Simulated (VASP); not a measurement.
# Si (R-3m) in VASP: further runs, part 2 of 2

VASP 6.6.1.

## Step 3: Electric field gradients, LDA (equal xy, yz and zx shear strains of -3 %)

INCAR reads:

```
PREC     = Accurate       # precision mode
ENCUT    = 520            # plane-wave cutoff, eV
EDIFF    = 1E-8           # SCF threshold, eV
ISMEAR   = -1             # smearing method
SIGMA    = 0.08           # smearing width, eV
LREAL    = F              # projectors in reciprocal space
LASPH    = T              # aspherical terms in the spheres
NELM     = 80             # most SCF steps
ALGO     = Normal         # electronic algorithm
ISIF     = 2              # what is computed and relaxed
LWAVE    = F              # write WAVECAR
LCHARG   = F              # write CHGCAR
GGA      = CA             # functional
LEFG     = T            
NBANDS   = 11             # bands
```

KPOINTS reads:

```
regular mesh
0
Gamma
  11 11 11
```

POSCAR reads:

```
Si
1.0
   -0.0814641000      2.6747379500      2.6747379500
    2.6747379500     -0.0814641000      2.6747379500
    2.6747379500      2.6747379500     -0.0814641000
Si
2
Direct
    0.5000000000      0.5000000000      0.5000000000
    0.7500000000      0.7500000000      0.7500000000
```

Potentials or basis: VASP PAW LDA potentials, release 64 (Si).

Started as:

```
$ cat potpaw_LDA.64/Si/POTCAR > POTCAR
$ mpirun -np 1 vasp_std > vasp.out
```

OUTCAR:

```text
PREC = Accurate
   ENCUT = 520
   EDIFF = 1E-8
   ISMEAR = -1
   LREAL = F
   LASPH = T
   NELM = 80
   ISIF = 2
   GGA = CA

 ion  position               nearest neighbor table
   1  0.500  0.500  0.500-   2 2.28   2 2.38   2 2.38   2 2.38
   2  0.750  0.750  0.750-   1 2.28   1 2.38   1 2.38   1 2.38

  LATTYP: Found a trigonal (rhomboedric) cell.
 ALAT       =     3.7835277985
 COS(alpha) =     0.4693254694

  Lattice vectors:

 A1 = (  -0.0814641000,   2.6747379500,   2.6747379500)
 A2 = (   2.6747379500,  -0.0814641000,   2.6747379500)
 A3 = (   2.6747379500,   2.6747379500,  -0.0814641000)

Analysis of symmetry for initial positions (statically):
=====================================================================
 Subroutine PRICEL returns:
 Original cell was already a primitive cell.

 Routine SETGRP: Setting up the symmetry group for a
 trigonal (rhombohedral) supercell.

 Subroutine GETGRP returns: Found 12 space group operations
 (whereof  6 operations were pure point group operations)
 out of a pool of 12 trial point group operations.

The static configuration has the point symmetry C_3v.
 The point group associated with its full space group is D_3d.

Analysis of symmetry for dynamics (positions and initial velocities):
=====================================================================
 Subroutine PRICEL returns:
 Original cell was already a primitive cell.

 Routine SETGRP: Setting up the symmetry group for a
 trigonal (rhombohedral) supercell.

 Subroutine GETGRP returns: Found 12 space group operations
 (whereof  6 operations were pure point group operations)
 out of a pool of 12 trial point group operations.

The dynamic configuration has the point symmetry C_3v.
 The point group associated with its full space group is D_3d.

 Subroutine INISYM returns: Found 12 space group operations
 (whereof  6 operations are pure point group operations),
 and found     1 'primitive' translations

----------------------------------------------------------------------------------------

                                     Primitive cell

  volume of cell :      40.0192

  direct lattice vectors                    reciprocal lattice vectors
    -0.081464100  2.674737950  2.674737950    -0.178603757  0.184214346  0.184214346
     2.674737950 -0.081464100  2.674737950     0.184214346 -0.178603757  0.184214346
     2.674737950  2.674737950 -0.081464100     0.184214346  0.184214346 -0.178603757

  length of vectors
     3.783527798  3.783527798  3.783527798     0.315862554  0.315862554  0.315862554

  position of ions in fractional coordinates (direct lattice)
     0.500000000  0.500000000  0.500000000
     0.750000000  0.750000000  0.750000000

  ion indices of the primitive-cell ions
   primitive index   ion index
                 1           1
                 2           2

----------------------------------------------------------------------------------------

 KPOINTS: regular mesh

Automatic generation of k-mesh.
 Grid dimensions read from file:
[... 77 lines left out ...]
   NUPDOWN=      -1.0000    fix difference up-down
   EMIN   =  10.00;   EMAX   =-10.00  energy-range for DOS
   EFERMI =   0.00;   METHOD = LEGACY
   ISMEAR =    -1;   SIGMA  =   0.08  broadening in eV -4-tet -1-fermi 0-gaus
   EFERMI_NEDOS =   21; number of points for ismear=-14 and -15
   IALGO  =     38    algorithm
   IMIX   =      4    mixing-type and parameters
     AMIX     =   0.40;   BMIX     =  1.00
     AMIX_MAG =   1.60;   BMIX_MAG =  1.00
  volume/ion in A,a.u.               =      20.01       135.03
  Fermi-wavevector in a.u.,A,eV,Ry     =   0.957228  1.808898 12.466810  0.916285
  Thomas-Fermi vector in A             =   2.086227
   LORBIT       =      0    0 simple, 1 ext, 2 COOP (PROOUT), +10 PAW based schemes
   GGA     = CA    functional components
   LHFCALC =     F    Hartree Fock is set to
   AEXX    =    0.0000 exact exchange contribution
   IVDW    =     0    specifies the selected vdW correction
   LEPSILON=     F    determine dielectric tensor
   LRPA    =     F    only Hartree local field effects (RPA)
 non-spin polarized calculation
  energy-cutoff  :      520.00
  volume of cell :       40.02
 maximum number of plane-waves:      1104
   NGX = 15   NGY = 15   NGZ = 15

 number of electron       8.0000000 magnetization

 Free energy of the ion-electron system (eV)
  ---------------------------------------------------
  ext. energy  EPLUGINS =         0.00000000
  ---------------------------------------------------
  free energy    TOTEN  =       -11.88112354 eV

  energy without entropy =      -11.88042091  energy(sigma->0) =      -11.88077223

 E-fermi :   5.9699     XC(G=0):  -9.6075

 val. band max:        5.8202224166   @ k =   0.0000   0.0000   0.0000
 cond. band min:       6.1952346236   @ k =   0.4545   0.4545  -0.0000
 fundamental gap:      0.3750122070
 Fermi energy:         5.9699151501

 k-point     1 :       0.0000    0.0000    0.0000
  band No.  band energies     occupation
      1      -6.1924      2.00000
      2       5.7491      1.88102
      3       5.7491      1.88102
      4       5.8202      1.73318
      5       8.0676      0.00000
      6       8.0676      0.00000
      7       8.3445      0.00000
      8       9.4303      0.00000
      9      13.4904      0.00000
     10      13.5209      0.00000
     11      13.5209      0.00000
[... 309 lines left out ...]
 k-point    24 :      -0.1818    0.1818    0.0000
  band No.  band energies     occupation
      1      -5.1142      2.00000
      2       1.7190      2.00000
      3       2.9980      2.00000
      4       5.1353      1.99994
      5       8.6845      0.00000
      6       9.7498      0.00000
      7       9.8164      0.00000
      8      11.5878      0.00000
      9      12.0023      0.00000
     10      15.3895      0.00000
     11      16.0608      0.00000

 [... further k-points ...]
[... 5 lines left out ...]
  --------------------------------------------------------------------------------------
  -------------------------------------------------------------------------------------
  Total       -0.2834126     -0.2834126     -0.2834126      0.8083282      0.8083282      0.8083282
  in kB      -11.3464716    -11.3464716    -11.3464716     32.3615625     32.3615625     32.3615625
  external PRESSURE =     -11.3464716 kB  Pullay stress =       0.0000000 kB

 VOLUME and BASIS-vectors are now :
 -----------------------------------------------------------------------------
  energy-cutoff  :      520.00
  volume of cell :       40.02
      direct lattice vectors                 reciprocal lattice vectors
    -0.081464100  2.674737950  2.674737950    -0.178603757  0.184214346  0.184214346
     2.674737950 -0.081464100  2.674737950     0.184214346 -0.178603757  0.184214346
     2.674737950  2.674737950 -0.081464100     0.184214346  0.184214346 -0.178603757

 POSITION                                       TOTAL-FORCE (eV/Angst)
 -----------------------------------------------------------------------------------
      2.63401      2.63401      2.63401        -0.327555     -0.327555     -0.327555
      3.95101      3.95101      3.95101         0.327555      0.327555      0.327555
 -----------------------------------------------------------------------------------
    total drift:                                0.000000      0.000000     -0.000000

  FREE ENERGIE OF THE ION-ELECTRON SYSTEM (eV)
  ---------------------------------------------------
  free  energy   TOTEN  =       -11.8811235415 eV

  energy  without entropy=      -11.8804209104  energy(sigma->0) =      -11.88077223

 Electric field gradients (V/A^2)
---------------------------------------------------------------------
 ion       V_xx      V_yy      V_zz      V_xy      V_xz      V_yz
---------------------------------------------------------------------
   1      -0.000     0.000     0.000    -6.402    -6.402    -6.402
   2      -0.000     0.000     0.000    -6.402    -6.402    -6.402
---------------------------------------------------------------------

 Electric field gradients after diagonalization (V/A^2)
 (convention: |V_zz| > |V_xx| > |V_yy|)
----------------------------------------------------------------------
 ion       V_xx      V_yy      V_zz     asymmetry (V_yy - V_xx)/ V_zz
----------------------------------------------------------------------
   1       6.402     6.402   -12.804       0.000
   2       6.402     6.402   -12.804       0.000
----------------------------------------------------------------------

           NMR quadrupolar parameters

 Cq : quadrupolar parameter    Cq=e*Q*V_zz/h
 eta: asymmetry parameters     (V_yy - V_xx)/ V_zz
 Q  : nuclear electric quadrupole moment in mb (millibarn)
----------------------------------------------------------------------
 ion       Cq(MHz)       eta       Q (mb)
----------------------------------------------------------------------
   1      -0.031       0.000       1.000
   2      -0.031       0.000       1.000
----------------------------------------------------------------------
```

It took 55 s on 1 thread of AMD EPYC 7R43 (Zen 3), shared host; peak memory 0.13 GiB.

Results:

```yaml
Free_energy: -11.8811 eV
Pressure: -1.1 GPa
Largest_force: 0.567 eV/Å
Band_gap_on_the_k_mesh: 0.38 eV, indirect (least direct gap 2.25 eV)
```

Forces on the atoms (eV/Å):
```
Si  -0.328 -0.328 -0.328
Si   0.328  0.328  0.328
```

Stress tensor (GPa, compression positive):
```
-1.13  3.24  3.24
 3.24 -1.13  3.24
 3.24  3.24 -1.13
```

Levels at points of the mesh, in eV from the valence-band top:
```csv
k point,band 1,band 2,band 3,band 4,band 5,band 6,band 7,band 8,band 9
"(0.00, 0.00, 0.00)",-12.01,-0.07,-0.07,0.00,2.25,2.25,2.52,3.61,7.67
```

Electric field gradients, principal values (V/Å²):
```tsv
atom	least	middle	greatest (by size)
1 Si	6.402	6.402	-12.804
2 Si	6.402	6.402	-12.804
```

Caveat: the cell differs from its parent crystal (equal xy, yz and zx shear strains of -3 %); without QUAD_EFG the Cq values of the log hold for a quadrupole moment of 1 mb, not for the nuclei.

## Step 4: Electric field gradients, LDA (equal xy, yz and zx shear strains of -1 %)

INCAR reads:

```
SYSTEM = Si
PREC = Accurate
ENCUT = 520
EDIFF = 1E-8
ISMEAR = -1
SIGMA = 0.08
LREAL = .FALSE.
LASPH = .TRUE.
NELM = 100
ALGO = Normal
ISIF = 2
LWAVE = .FALSE.
LCHARG = .FALSE.
LEFG = .TRUE.
NBANDS = 11
```

KPOINTS reads:

```
Automatic mesh
0
G
  11 11 11
  0 0 0
```

POSCAR reads:

```
Si
1.0
   -0.0271547000      2.7018926500      2.7018926500
    2.7018926500     -0.0271547000      2.7018926500
    2.7018926500      2.7018926500     -0.0271547000
Si
2
Direct
    0.5000000000      0.5000000000      0.5000000000
    0.7500000000      0.7500000000      0.7500000000
```

Potentials or basis: VASP PAW LDA potentials, release 64 (Si).

Started as:

```
$ cat potpaw_LDA.64/Si/POTCAR > POTCAR
$ mpirun -np 1 vasp_std > vasp.out
```

OUTCAR:

```text
SYSTEM = Si
   PREC = Accurate
   ENCUT = 520
   EDIFF = 1E-8
   ISMEAR = -1
   LREAL = .FALSE.
   LASPH = .TRUE.
   NELM = 100
   ISIF = 2

 ion  position               nearest neighbor table
   1  0.500  0.500  0.500-   2 2.33   2 2.36   2 2.36   2 2.36
   2  0.750  0.750  0.750-   1 2.33   1 2.36   1 2.36   1 2.36

  LATTYP: Found a trigonal (rhomboedric) cell.
 ALAT       =     3.8211497173
 COS(alpha) =     0.4899250057

  Lattice vectors:

 A1 = (  -0.0271547000,   2.7018926500,   2.7018926500)
 A2 = (   2.7018926500,  -0.0271547000,   2.7018926500)
[... 550 lines left out ...]
  free  energy   TOTEN  =       -11.9130240846 eV

  energy  without entropy=      -11.9124917007  energy(sigma->0) =      -11.91275789

 Electric field gradients (V/A^2)
---------------------------------------------------------------------
 ion       V_xx      V_yy      V_zz      V_xy      V_xz      V_yz
---------------------------------------------------------------------
   1       0.000     0.000    -0.000    -2.099    -2.099    -2.099
   2       0.000     0.000    -0.000    -2.099    -2.099    -2.099
---------------------------------------------------------------------

 Electric field gradients after diagonalization (V/A^2)
 (convention: |V_zz| > |V_xx| > |V_yy|)
----------------------------------------------------------------------
 ion       V_xx      V_yy      V_zz     asymmetry (V_yy - V_xx)/ V_zz
----------------------------------------------------------------------
   1       2.099     2.099    -4.197       0.000
   2       2.099     2.099    -4.197       0.000
----------------------------------------------------------------------

           NMR quadrupolar parameters

 Cq : quadrupolar parameter    Cq=e*Q*V_zz/h
 eta: asymmetry parameters     (V_yy - V_xx)/ V_zz
 Q  : nuclear electric quadrupole moment in mb (millibarn)
----------------------------------------------------------------------
 ion       Cq(MHz)       eta       Q (mb)
----------------------------------------------------------------------
   1      -0.010       0.000       1.000
   2      -0.010       0.000       1.000
----------------------------------------------------------------------
```

OSZICAR:

```text
N       E                     dE             d eps       ncg     rms          rms(c)
DAV:   1     0.703587334684E+01    0.70359E+01   -0.33405E+03  3212   0.596E+02
DAV:   2    -0.116163703261E+02   -0.18652E+02   -0.17948E+02  4259   0.862E+01
DAV:   3    -0.121701219625E+02   -0.55375E+00   -0.55222E+00  4098   0.133E+01
DAV:   4    -0.121745674091E+02   -0.44454E-02   -0.44449E-02  3826   0.148E+00
DAV:   5    -0.121746153046E+02   -0.47896E-04   -0.47895E-04  4072   0.144E-01    0.501E+00
DAV:   6    -0.119947297784E+02    0.17989E+00   -0.10338E-01  3629   0.127E+00    0.299E+00
DAV:   7    -0.119128572683E+02    0.81873E-01   -0.18440E-01  3707   0.176E+00    0.228E-01
DAV:   8    -0.119130473001E+02   -0.19003E-03   -0.81390E-03  3665   0.494E-01    0.874E-02
DAV:   9    -0.119130184805E+02    0.28820E-04   -0.23955E-04  3973   0.830E-02    0.629E-02
DAV:  10    -0.119130244128E+02   -0.59323E-05   -0.17590E-05  3781   0.244E-02    0.134E-02
DAV:  11    -0.119130240848E+02    0.32800E-06   -0.14842E-06  3796   0.613E-03    0.326E-03
DAV:  12    -0.119130240846E+02    0.26319E-09   -0.95132E-08  3850   0.176E-03
   1 F= -.11913024E+02 E0= -.11912758E+02  d E =-.532384E-03
```

stdout:

```text
POSCAR found type information on POSCAR Si
 POSCAR found :  1 types and       2 ions
 scaLAPACK will be used
 LDA part: xc-table for (Slater(with rela. corr.)+CA(PZ))
 , standard interpolation
 POSCAR, INCAR and KPOINTS ok, starting setup
 FFT: planning ... GRIDC
 FFT: planning ... GRID_SOFT
 FFT: planning ... GRID
 WAVECAR not read
 entering main loop
ion   1

ion   2
```

It took 48 s on 1 thread of AMD EPYC 7R43 (Zen 3), shared host; peak memory 0.13 GiB.

What came out:

```yaml
Free_energy: -11.9130 eV
Pressure: -1.4 GPa
Largest_force: 0.170 eV/Å
Band_gap_on_the_k_mesh: 0.46 eV, indirect (least direct gap 2.43 eV)
```

Forces in eV/Å, atoms in the order of the input:
```
Si  -0.098 -0.098 -0.098
Si   0.098  0.098  0.098
```

Electric field gradients, principal values (V/Å²):
| atom | least | middle | greatest (by size) |
| --- | --- | --- | --- |
| 1 Si | 2.099 | 2.099 | -4.197 |
| 2 Si | 2.099 | 2.099 | -4.197 |

Caveat: the cell differs from its parent crystal (equal xy, yz and zx shear strains of -1 %); without QUAD_EFG the Cq values of the log hold for a quadrupole moment of 1 mb, not for the nuclei. A k mesh can miss the band edges.
